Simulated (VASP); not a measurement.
# PbSe (Fm-3m) in VASP: notebook, part 2 of 2

VASP 6.6.1. The steps go on from the part before.

**3. Relaxation of the atoms, r2SCAN**

Contents of POSCAR:

```
PbSe
1.0
    0.0000000000      3.0425980000      3.0425980000
    3.0425980000      0.0000000000      3.0425980000
    3.0425980000      3.0425980000      0.0000000000
Pb Se
1 1
Direct
    0.0000000000      0.0000000000      0.0000000000
    0.5000000000      0.5000000000      0.5000000000
```

Contents of INCAR.step1:

```
  PREC = Accurate
  ENCUT = 520
  ISMEAR = -1
  SIGMA = 0.1
  LREAL = F
  LASPH = T
  NELM = 80
  GGA = PE
  ALGO = Normal
  EDIFF = 1E-4
  LWAVE = T
  LCHARG = F
```

Contents of INCAR.step2:

```
  PREC = Accurate
  ENCUT = 520
  EDIFF = 1E-6
  ISMEAR = -1
  SIGMA = 0.1
  LREAL = F
  LASPH = T
  NELM = 80
  ALGO = Normal
  ISIF = 2
  LWAVE = F
  LCHARG = F
  METAGGA = R2SCAN
  LMIXTAU = T
  IBRION = 2
  NSW = 60
  EDIFFG = -0.01
  ISTART = 1
```

Contents of KPOINTS:

```
regular mesh
0
Gamma
  7 7 7
```

Potentials or basis: VASP PAW PBE potentials, release 64 (Pb_d, Se).

The run is started by

```console
$ cat potpaw_PBE.64/Pb_d/POTCAR potpaw_PBE.64/Se/POTCAR > POTCAR
$ cp INCAR.step1 INCAR
$ mpirun -np 1 vasp_std > vasp.out
$ cp INCAR.step2 INCAR
$ mpirun -np 1 vasp_std > vasp.out
```

OUTCAR:

```text
PREC = Accurate
   ENCUT = 520
   EDIFF = 1E-6
   ISMEAR = -1
   LREAL = F
   LASPH = T
   NELM = 80
   ISIF = 2
   METAGGA = R2SCAN
   IBRION = 2
   NSW = 60
   EDIFFG = -0.01
   ISTART = 1

 ion  position               nearest neighbor table
   1  0.000  0.000  0.000-   2 3.04   2 3.04   2 3.04   2 3.04   2 3.04   2 3.04
   2  0.500  0.500  0.500-   1 3.04   1 3.04   1 3.04   1 3.04   1 3.04   1 3.04

  LATTYP: Found a face centered cubic cell.
 ALAT       =     6.0851960000

  Lattice vectors:

 A1 = (   0.0000000000,   3.0425980000,   3.0425980000)
 A2 = (   3.0425980000,   0.0000000000,   3.0425980000)
 A3 = (   3.0425980000,   3.0425980000,   0.0000000000)

Analysis of symmetry for initial positions (statically):
=====================================================================
 Subroutine PRICEL returns:
 Original cell was already a primitive cell.

 Routine SETGRP: Setting up the symmetry group for a
 face centered cubic supercell.

 Subroutine GETGRP returns: Found 48 space group operations
 (whereof 48 operations were pure point group operations)
 out of a pool of 48 trial point group operations.

The static configuration has the point symmetry O_h .

Analysis of symmetry for dynamics (positions and initial velocities):
=====================================================================
 Subroutine PRICEL returns:
 Original cell was already a primitive cell.

 Routine SETGRP: Setting up the symmetry group for a
 face centered cubic supercell.

 Subroutine GETGRP returns: Found 48 space group operations
 (whereof 48 operations were pure point group operations)
 out of a pool of 48 trial point group operations.

The dynamic configuration has the point symmetry O_h .

 Subroutine INISYM returns: Found 48 space group operations
 (whereof 48 operations are pure point group operations),
 and found     1 'primitive' translations

----------------------------------------------------------------------------------------

                                     Primitive cell

  volume of cell :      56.3331

  direct lattice vectors                    reciprocal lattice vectors
     0.000000000  3.042598000  3.042598000    -0.164333244  0.164333244  0.164333244
     3.042598000  0.000000000  3.042598000     0.164333244 -0.164333244  0.164333244
     3.042598000  3.042598000  0.000000000     0.164333244  0.164333244 -0.164333244

  length of vectors
     4.302883356  4.302883356  4.302883356     0.284633528  0.284633528  0.284633528

  position of ions in fractional coordinates (direct lattice)
     0.000000000  0.000000000  0.000000000
     0.500000000  0.500000000  0.500000000

  ion indices of the primitive-cell ions
   primitive index   ion index
                 1           1
                 2           2

----------------------------------------------------------------------------------------

 KPOINTS: regular mesh

Automatic generation of k-mesh.
 Grid dimensions read from file:
 generate k-points for:    7    7    7

 Generating k-lattice:

  Cartesian coordinates                     Fractional coordinates (reciprocal lattice)
[... 35 lines left out ...]
 -0.428571  0.428571  0.142857     24.000000
 -0.285714  0.428571  0.142857     24.000000
   k-points           NKPTS =     20   k-points in BZ     NKDIM =     20   number of bands    NBANDS=     14
   number of dos      NEDOS =    301   number of ions     NIONS =      2
   total plane-waves  NPLWV =  32768
   dimension x,y,z NGX =    32 NGY =   32 NGZ =   32
   dimension x,y,z NGXF=    64 NGYF=   64 NGZF=   64
   ions per type =               1   1
   NGX,Y,Z   is equivalent  to a cutoff of  12.36, 12.36, 12.36 a.u.
   NGXF,Y,Z  is equivalent  to a cutoff of  24.73, 24.73, 24.73 a.u.
 SYSTEM =  unknown system
   PREC   = accura    normal or accurate (medium, high low for compatibility)
   ISTART =      1    job   : 0-new  1-cont  2-samecut
   ICHARG =      0    charge: 1-file 2-atom 10-const
   ISPIN  =      1    spin polarized calculation?
   LNONCOLLINEAR =      F non collinear calculations
   LSORBIT =      F    spin-orbit coupling
   LASPH  =      T    aspherical Exc in radial PAW
   ENCUT  =  520.0 eV  38.22 Ry    6.18 a.u.   8.00  8.00  8.00*2*pi/ulx,y,z
   NELM   =     80;   NELMIN=  2; NELMDL=  0     # of ELM steps
   EDIFF  = 0.1E-05   stopping-criterion for ELM
   LREAL  =      F    real-space projection
   EDIFFG = -.1E-01   stopping-criterion for IOM
   NSW    =     60    number of steps for IOM
   IBRION =      2    ionic relax: 0-MD 1-quasi-New 2-CG
   NFREE  =      1    steps in history (QN), initial steepest desc. (CG)
   ISIF   =      2    stress and relaxation
   ISYM   =      2    0-nonsym 1-usesym 2-fastsym
   POTIM  = 0.5000    time-step for ionic-motion
   TEBEG  =    0.0;   TEEND  =   0.0 temperature during run
   PSTRESS=    0.0 pullay stress
   NELECT =      20.0000    total number of electrons
   NUPDOWN=      -1.0000    fix difference up-down
   EMIN   =  10.00;   EMAX   =-10.00  energy-range for DOS
   EFERMI =   0.00;   METHOD = LEGACY
   ISMEAR =    -1;   SIGMA  =   0.10  broadening in eV -4-tet -1-fermi 0-gaus
   EFERMI_NEDOS =   21; number of points for ismear=-14 and -15
   IALGO  =     38    algorithm
   IMIX   =      4    mixing-type and parameters
     AMIX     =   0.40;   BMIX     =  1.00
     AMIX_MAG =   1.60;   BMIX_MAG =  1.00
  volume/ion in A,a.u.               =      28.17       190.08
  Fermi-wavevector in a.u.,A,eV,Ry     =   1.159214  2.190597 18.283195  1.343777
  Thomas-Fermi vector in A             =   2.295809
   LORBIT       =      0    0 simple, 1 ext, 2 COOP (PROOUT), +10 PAW based schemes
   METAGGA = R2SCAN    functional components
   LHFCALC =     F    Hartree Fock is set to
   AEXX    =    0.0000 exact exchange contribution
   IVDW    =     0    specifies the selected vdW correction
   LEPSILON=     F    determine dielectric tensor
   LRPA    =     F    only Hartree local field effects (RPA)
 conjugate gradient relaxation of ions
 non-spin polarized calculation
  energy-cutoff  :      520.00
  volume of cell :       56.33
 maximum number of plane-waves:      1532
   NGX = 17   NGY = 17   NGZ = 17

 number of electron      20.0000005 magnetization

 Free energy of the ion-electron system (eV)
  ---------------------------------------------------
  ext. energy  EPLUGINS =         0.00000000
  ---------------------------------------------------
  free energy    TOTEN  =       -71.91943053 eV

  energy without entropy =      -71.91901465  energy(sigma->0) =      -71.91922259

 E-fermi :   5.4687     XC(G=0): -10.1576

 val. band max:        4.9470097928   @ k =   0.4286   0.0000   0.0000
 cond. band min:       5.9705541575   @ k =   0.4286   0.0000   0.0000
 fundamental gap:      1.0235443646
 Fermi energy:         5.4686929292

 k-point     1 :       0.0000    0.0000    0.0000
  band No.  band energies     occupation
      1     -12.3548      2.00000
      2     -12.3548      2.00000
      3     -12.3548      2.00000
      4     -12.3529      2.00000
      5     -12.3529      2.00000
      6      -9.1689      2.00000
      7      -1.1766      2.00000
      8       3.0246      2.00000
      9       3.0246      2.00000
     10       3.0246      2.00000
     11      10.2228      0.00000
     12      10.2228      0.00000
     13      10.2228      0.00000
     14      12.0592      0.00000
[... 309 lines left out ...]
      1     -12.4605      2.00000
      2     -12.3565      2.00000
      3     -12.3467      2.00000
      4     -12.3340      2.00000
      5     -12.3097      2.00000
      6      -7.6055      2.00000
      7      -3.2553      2.00000
      8       0.4908      2.00000
      9       1.1926      2.00000
     10       3.9556      2.00000
     11       7.4855      0.00000
     12      10.0073      0.00000
     13      10.6606      0.00000
     14      12.5701      0.00000

------------------------ aborting loop because EDIFF is reached ----------------------------------------

  FORCE on cell =-STRESS in cart. coord.  units (eV):
  Direction    XX          YY          ZZ          XY          YZ          ZX
  --------------------------------------------------------------------------------------
  -------------------------------------------------------------------------------------
  Total        0.8987093      0.8987093      0.8987093      0.0000000      0.0000000      0.0000000
  in kB       25.5603081     25.5603081     25.5603081      0.0000000      0.0000000      0.0000000
  external PRESSURE =      25.5603081 kB  Pullay stress =       0.0000000 kB

 VOLUME and BASIS-vectors are now :
 -----------------------------------------------------------------------------
  energy-cutoff  :      520.00
  volume of cell :       56.33
      direct lattice vectors                 reciprocal lattice vectors
     0.000000000  3.042598000  3.042598000    -0.164333244  0.164333244  0.164333244
     3.042598000  0.000000000  3.042598000     0.164333244 -0.164333244  0.164333244
     3.042598000  3.042598000  0.000000000     0.164333244  0.164333244 -0.164333244

 POSITION                                       TOTAL-FORCE (eV/Angst)
 -----------------------------------------------------------------------------------
      0.00000      0.00000      0.00000         0.000000      0.000000      0.000000
      3.04260      3.04260      3.04260        -0.000000     -0.000000     -0.000000
 -----------------------------------------------------------------------------------
    total drift:                                0.000000     -0.000000     -0.000000

  FREE ENERGIE OF THE ION-ELECTRON SYSTEM (eV)
  ---------------------------------------------------
  free  energy   TOTEN  =       -71.9194305343 eV

  energy  without entropy=      -71.9190146465  energy(sigma->0) =      -71.91922259

 reached required accuracy - stopping structural energy minimisation
```

OSZICAR.step1:

```text
N       E                     dE             d eps       ncg     rms          rms(c)
DAV:   1     0.159626813081E+03    0.15963E+03   -0.96544E+03   560   0.146E+03
DAV:   2     0.421740124359E+01   -0.15541E+03   -0.15142E+03   590   0.357E+02
DAV:   3    -0.815436965335E+01   -0.12372E+02   -0.12212E+02   758   0.105E+02
DAV:   4    -0.842661251691E+01   -0.27224E+00   -0.27216E+00   578   0.185E+01
DAV:   5    -0.843796435615E+01   -0.11352E-01   -0.11352E-01   832   0.368E+00    0.281E+00
DAV:   6    -0.816373022285E+01    0.27423E+00   -0.71795E-01   774   0.699E+00    0.162E+00
DAV:   7    -0.815894673627E+01    0.47835E-02   -0.12450E-01   636   0.200E+00    0.873E-01
DAV:   8    -0.816214351297E+01   -0.31968E-02   -0.13043E-02   626   0.153E+00    0.140E-01
DAV:   9    -0.816177064116E+01    0.37287E-03   -0.24974E-03   830   0.602E-01    0.497E-02
DAV:  10    -0.816183573642E+01   -0.65095E-04   -0.20137E-04   542   0.106E-01
   1 F= -.81618357E+01 E0= -.81613215E+01  d E =-.102840E-02
```

Wall time 33 s (1 thread of Intel Xeon Platinum 8559C (Emerald Rapids), shared host); peak memory 0.19 GiB.

Results:

| Item | Value |
| --- | --- |
| Free energy | -71.9194 eV |
| Pressure after relaxing | 2.6 GPa |

Final structure:
```
Pb Se
1.0
     0.00000    3.04260    3.04260
     3.04260    0.00000    3.04260
     3.04260    3.04260    0.00000
Pb Se
1 1
Direct
  0.00000 0.00000 0.00000
  0.50000 0.50000 0.50000
```

Caveat: the relaxation stopped at its first step, so nothing moved; this odd mesh misses L, where the gap lies, so gap, dielectric constants and Born charges aren't listed; the PAW data sets were made with another functional, which shifts forces and pressure a little; spin-orbit coupling is left out, which moves the levels of the heavy elements.
